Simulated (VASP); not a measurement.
# InSb3 (Pm-3m) in VASP: a series of runs

Runs on InSb3. Level: PBE+D3(BJ). Tasks: single point, relaxation of cell and atoms.

Program: VASP 6.6.1. These are calculated values, not measurements. Logs are shortened: lines on timing, memory, paths and dates and some standing lists are left out, and cuts for length are marked.

## Step 1: The cell of the first run

It takes space group Pm-3m (No. 221, cubic). The conventional cell has a = 4.733 Å, b = 4.733 Å, c = 4.733 Å, α = 90.00°, β = 90.00°, γ = 90.00°. In (site symmetry m-3m) has 12 Sb at 3.35 Å within 4.4 Å. Within 4.4 Å of Sb (site symmetry 4/mmm) lie 4 In at 3.35 Å and 8 Sb at 3.35 Å.

## Step 2: Single point, PBE+D3(BJ)

The input, INCAR:

```
SYSTEM = InSb3
PREC = Accurate
ENCUT = 520
EDIFF = 1E-6
ISMEAR = 0
SIGMA = 0.1
LREAL = .FALSE.
LASPH = .TRUE.
NELM = 60
ALGO = Normal
ISIF = 2
LWAVE = .FALSE.
LCHARG = .TRUE.
GGA = PE
IVDW = 12
LELF = .TRUE.
LVHAR = .TRUE.
NBANDS = 22
```

The input, KPOINTS:

```
Automatic mesh
0
G
  10 10 10
  0 0 0
```

The input, POSCAR:

```
InSb3
1.0
    4.7333130259      0.0000000000      0.0000000000
    0.0000000000      4.7333130259      0.0000000000
    0.0000000000      0.0000000000      4.7333130259
In Sb
1 3
Direct
    0.0000000000      0.0000000000      0.0000000000
    0.5000000000      0.0000000000      0.5000000000
    0.0000000000      0.5000000000      0.5000000000
    0.5000000000      0.5000000000      0.0000000000
```

Potentials or basis: VASP PAW PBE potentials, release 64 (In_d, Sb).

Launch:

```console
$ cat potpaw_PBE.64/In_d/POTCAR potpaw_PBE.64/Sb/POTCAR > POTCAR
$ mpirun -np 1 vasp_std > vasp.out
```

OUTCAR:

```text
SYSTEM = InSb3
   PREC = Accurate
   ENCUT = 520
   EDIFF = 1E-6
   ISMEAR = 0
   LREAL = .FALSE.
   LASPH = .TRUE.
   NELM = 60
   ISIF = 2
   GGA = PE
   IVDW = 12
 IVDW          = 12

 ion  position               nearest neighbor table
   1  0.000  0.000  0.000-   2 3.35   3 3.35   4 3.35   2 3.35   3 3.35   3 3.35   4 3.35   3 3.35
                             2 3.35   4 3.35   2 3.35   4 3.35
   2  0.500  0.000  0.500-   1 3.35   3 3.35   4 3.35   1 3.35   4 3.35   3 3.35   4 3.35   4 3.35
                             1 3.35   3 3.35   1 3.35   3 3.35
   3  0.000  0.500  0.500-   1 3.35   2 3.35   4 3.35   1 3.35   4 3.35   1 3.35   2 3.35   1 3.35
                             2 3.35   4 3.35   4 3.35   2 3.35
   4  0.500  0.500  0.000-   1 3.35   2 3.35   3 3.35   2 3.35   3 3.35   1 3.35   2 3.35   2 3.35
                             1 3.35   3 3.35   3 3.35   1 3.35

  LATTYP: Found a simple cubic cell.
 ALAT       =     4.7333130259

  Lattice vectors:

 A1 = (   4.7333130259,   0.0000000000,   0.0000000000)
 A2 = (   0.0000000000,   4.7333130259,   0.0000000000)
 A3 = (   0.0000000000,   0.0000000000,   4.7333130259)

Analysis of symmetry for initial positions (statically):
=====================================================================
 Subroutine PRICEL returns:
 Original cell was already a primitive cell.

 Routine SETGRP: Setting up the symmetry group for a
 simple cubic supercell.

 Subroutine GETGRP returns: Found 48 space group operations
 (whereof 48 operations were pure point group operations)
 out of a pool of 48 trial point group operations.

The static configuration has the point symmetry O_h .

Analysis of symmetry for dynamics (positions and initial velocities):
=====================================================================
 Subroutine PRICEL returns:
 Original cell was already a primitive cell.

 Routine SETGRP: Setting up the symmetry group for a
 simple cubic supercell.

 Subroutine GETGRP returns: Found 48 space group operations
 (whereof 48 operations were pure point group operations)
 out of a pool of 48 trial point group operations.

The dynamic configuration has the point symmetry O_h .

 Subroutine INISYM returns: Found 48 space group operations
 (whereof 48 operations are pure point group operations),
 and found     1 'primitive' translations

----------------------------------------------------------------------------------------

                                     Primitive cell

  volume of cell :     106.0463

  direct lattice vectors                    reciprocal lattice vectors
     4.733313026  0.000000000  0.000000000     0.211268512  0.000000000  0.000000000
     0.000000000  4.733313026  0.000000000     0.000000000  0.211268512  0.000000000
     0.000000000  0.000000000  4.733313026     0.000000000  0.000000000  0.211268512

  length of vectors
     4.733313026  4.733313026  4.733313026     0.211268512  0.211268512  0.211268512

  position of ions in fractional coordinates (direct lattice)
     0.000000000  0.000000000  0.000000000
     0.500000000  0.000000000  0.500000000
     0.000000000  0.500000000  0.500000000
     0.500000000  0.500000000  0.000000000

  ion indices of the primitive-cell ions
   primitive index   ion index
                 1           1
                 2           2
                 3           3
                 4           4

----------------------------------------------------------------------------------------

 KPOINTS: Automatic mesh

Automatic generation of k-mesh.
 Grid dimensions read from file:
 generate k-points for:   10   10   10

 Generating k-lattice:

  Cartesian coordinates                     Fractional coordinates (reciprocal lattice)
     0.021126851  0.000000000  0.000000000     0.100000000  0.000000000  0.000000000
     0.000000000  0.021126851  0.000000000     0.000000000  0.100000000  0.000000000
     0.000000000  0.000000000  0.021126851     0.000000000  0.000000000  0.100000000

  Length of vectors
     0.021126851  0.021126851  0.021126851

  Shift w.r.t. Gamma in fractional coordinates (k-lattice)
     0.000000000  0.000000000  0.000000000

 Subroutine IBZKPT returns following result:
 ===========================================

 Found     56 irreducible k-points:

 Following reciprocal coordinates:
            Coordinates               Weight
  0.000000  0.000000  0.000000      1.000000
  0.100000  0.000000  0.000000      6.000000
  0.200000  0.000000  0.000000      6.000000
  0.300000  0.000000  0.000000      6.000000
  0.400000  0.000000  0.000000      6.000000
  0.500000  0.000000  0.000000      3.000000
[... 16 lines left out ...]
  0.200000  0.100000  0.100000     24.000000
  0.300000  0.100000  0.100000     24.000000
 [... further k-points ...]
   k-points           NKPTS =     56   k-points in BZ     NKDIM =     56   number of bands    NBANDS=     22
   number of dos      NEDOS =    301   number of ions     NIONS =      4
   total plane-waves  NPLWV =  46656
   dimension x,y,z NGX =    36 NGY =   36 NGZ =   36
   dimension x,y,z NGXF=    72 NGYF=   72 NGZF=   72
   ions per type =               1   3
   NGX,Y,Z   is equivalent  to a cutoff of  12.64, 12.64, 12.64 a.u.
   NGXF,Y,Z  is equivalent  to a cutoff of  25.29, 25.29, 25.29 a.u.
 SYSTEM =  InSb3
   PREC   = accura    normal or accurate (medium, high low for compatibility)
   ISTART =      0    job   : 0-new  1-cont  2-samecut
   ICHARG =      2    charge: 1-file 2-atom 10-const
   ISPIN  =      1    spin polarized calculation?
   LNONCOLLINEAR =      F non collinear calculations
   LSORBIT =      F    spin-orbit coupling
   LASPH  =      T    aspherical Exc in radial PAW
   ENCUT  =  520.0 eV  38.22 Ry    6.18 a.u.   8.80  8.80  8.80*2*pi/ulx,y,z
   NELM   =     60;   NELMIN=  2; NELMDL= -5     # of ELM steps
   EDIFF  = 0.1E-05   stopping-criterion for ELM
   LREAL  =      F    real-space projection
   EDIFFG = 0.1E-04   stopping-criterion for IOM
   NSW    =      0    number of steps for IOM
   IBRION =     -1    ionic relax: 0-MD 1-quasi-New 2-CG
   NFREE  =      0    steps in history (QN), initial steepest desc. (CG)
   ISIF   =      2    stress and relaxation
   ISYM   =      2    0-nonsym 1-usesym 2-fastsym
   POTIM  = 0.5000    time-step for ionic-motion
   TEBEG  =    0.0;   TEEND  =   0.0 temperature during run
   PSTRESS=    0.0 pullay stress
   NELECT =      28.0000    total number of electrons
   NUPDOWN=      -1.0000    fix difference up-down
   EMIN   =  10.00;   EMAX   =-10.00  energy-range for DOS
   EFERMI =   0.00;   METHOD = LEGACY
   ISMEAR =     0;   SIGMA  =   0.10  broadening in eV -4-tet -1-fermi 0-gaus
   EFERMI_NEDOS =   21; number of points for ismear=-14 and -15
   IALGO  =     38    algorithm
   IMIX   =      4    mixing-type and parameters
     AMIX     =   0.40;   BMIX     =  1.00
     AMIX_MAG =   1.60;   BMIX_MAG =  1.00
  volume/ion in A,a.u.               =      26.51       178.91
  Fermi-wavevector in a.u.,A,eV,Ry     =   1.050257  1.984698 15.007769  1.103040
  Thomas-Fermi vector in A             =   2.185253
   LORBIT       =      0    0 simple, 1 ext, 2 COOP (PROOUT), +10 PAW based schemes
   GGA     = PE    functional components
   LHFCALC =     F    Hartree Fock is set to
   AEXX    =    0.0000 exact exchange contribution
   IVDW    =    12    specifies the selected vdW correction
   LEPSILON=     F    determine dielectric tensor
   LRPA    =     F    only Hartree local field effects (RPA)
 non-spin polarized calculation
 Gauss-broadening in eV      SIGMA  =   0.10
  energy-cutoff  :      520.00
  volume of cell :      106.05
 maximum number of plane-waves:      2897
 NGX is ok and might be reduce to    36
   NGX = 17   NGY = 17   NGZ = 17

 number of electron      28.0000017 magnetization

 Free energy of the ion-electron system (eV)
  ---------------------------------------------------
  ext. energy  EPLUGINS =         0.00000000
  ---------------------------------------------------
  free energy    TOTEN  =       -14.21168515 eV

  energy without entropy =      -14.20397591  energy(sigma->0) =      -14.20783053

 E-fermi :   8.3499     XC(G=0): -10.2669

 val. band max:        8.3382574210   @ k =   0.5000   0.2000   0.0000
 cond. band min:       8.4443960473   @ k =   0.4000   0.4000   0.2000
 fundamental gap:      0.1061386263
 Fermi energy:         8.3498738740

 k-point     1 :       0.0000    0.0000    0.0000
  band No.  band energies     occupation
      1      -6.1482      2.00000
      2      -6.1482      2.00000
      3      -6.1285      2.00000
      4      -6.1285      2.00000
      5      -6.1285      2.00000
      6      -4.0957      2.00000
[... 14 lines left out ...]
     21      13.4385      0.00000
     22      13.5899      0.00000

 k-point     2 :       0.1000    0.0000    0.0000
  band No.  band energies     occupation
      1      -6.1475      2.00000
      2      -6.1463      2.00000
      3      -6.1298      2.00000
      4      -6.1298      2.00000
      5      -6.1284      2.00000
      6      -4.0319      2.00000
[... 14 lines left out ...]
     21      13.6380      0.00000
     22      13.8812      0.00000

 k-point     3 :       0.2000    0.0000    0.0000
  band No.  band energies     occupation
      1      -6.1458      2.00000
      2      -6.1417      2.00000
      3      -6.1333      2.00000
      4      -6.1333      2.00000
      5      -6.1283      2.00000
      6      -3.8418      2.00000
[... 14 lines left out ...]
     21      14.2813      0.00000
     22      14.3024      0.00000
[... 476 lines left out ...]
 k-point    23 :       0.2000    0.1000    0.1000
  band No.  band energies     occupation
      1      -6.1430      2.00000
      2      -6.1397      2.00000
      3      -6.1356      2.00000
      4      -6.1347      2.00000
      5      -6.1310      2.00000
      6      -3.7135      2.00000
[... 14 lines left out ...]
     21      14.0758      0.00000
     22      14.1907      0.00000

 k-point    24 :       0.3000    0.1000    0.1000
  band No.  band energies     occupation
      1      -6.1416      2.00000
      2      -6.1408      2.00000
      3      -6.1388      2.00000
      4      -6.1338      2.00000
      5      -6.1307      2.00000
      6      -3.4040      2.00000
[... 14 lines left out ...]
     21      13.8893      0.00000
     22      14.3555      0.00000

 [... further k-points ...]

------------------------ aborting loop because EDIFF is reached ----------------------------------------

 Edisp (eV)   -1.91150

 E8    (eV) :    -0.8971

  FORCE on cell =-STRESS in cart. coord.  units (eV):
  Direction    XX          YY          ZZ          XY          YZ          ZX
  --------------------------------------------------------------------------------------
  -------------------------------------------------------------------------------------
  Total      -0.05617    -0.05617    -0.05617     0.00000    -0.00000     0.00000
  in kB      -0.84858    -0.84858    -0.84858     0.00000    -0.00000     0.00000
  external pressure =       -0.85 kB  Pullay stress =        0.00 kB

 VOLUME and BASIS-vectors are now :
 -----------------------------------------------------------------------------
  energy-cutoff  :      520.00
  volume of cell :      106.05
      direct lattice vectors                 reciprocal lattice vectors
     4.733313026  0.000000000  0.000000000     0.211268512  0.000000000  0.000000000
     0.000000000  4.733313026  0.000000000     0.000000000  0.211268512  0.000000000
     0.000000000  0.000000000  4.733313026     0.000000000  0.000000000  0.211268512

 POSITION                                       TOTAL-FORCE (eV/Angst)
 -----------------------------------------------------------------------------------
      0.00000      0.00000      0.00000         0.000000      0.000000      0.000000
      2.36666      0.00000      2.36666         0.000000      0.000000      0.000000
      0.00000      2.36666      2.36666         0.000000      0.000000      0.000000
      2.36666      2.36666      0.00000         0.000000      0.000000      0.000000
 -----------------------------------------------------------------------------------
    total drift:                                0.000000     -0.000000     -0.000000

  FREE ENERGIE OF THE ION-ELECTRON SYSTEM (eV)
  ---------------------------------------------------
  free  energy   TOTEN  =       -16.1231854068 eV

  energy  without entropy=      -16.1154761623  energy(sigma->0) =      -16.11933078
```

Run time: 93 s. Hardware: 1 thread of Intel Xeon 8259CL, shared host; peak memory 0.29 GiB.

What came out:

- Free energy: -16.1232 eV
- Pressure: -0.1 GPa
- Band gap on the k mesh: zero (bands 14 and 15 overlap by 4.87 eV)
- Dispersion energy per atom: -0.478 eV

Levels at points of the mesh, in eV from the Fermi level:
```csv
k point,band 10,band 11,band 12,band 13,band 14,band 15,band 16,band 17,band 18,band 19
"(0.00, 0.00, 0.00)",-4.45,-4.45,-3.51,0.53,0.53,0.53,1.84,1.84,1.84,4.86
"(0.50, 0.00, 0.00)",-3.00,-3.00,-2.17,-2.17,-1.13,-0.88,2.30,2.34,2.34,2.68
"(0.50, 0.50, 0.00)",-2.46,-1.58,-1.58,-1.39,-1.11,-1.11,-0.32,1.06,3.50,3.76
"(0.50, 0.50, 0.50)",-5.17,-5.17,-5.17,-4.82,3.77,3.77,3.87,3.87,3.87,6.70
```

Caveat: spin-orbit coupling is left out, which moves the levels of the heavy elements.

(Part 1 of 2 ends here.)
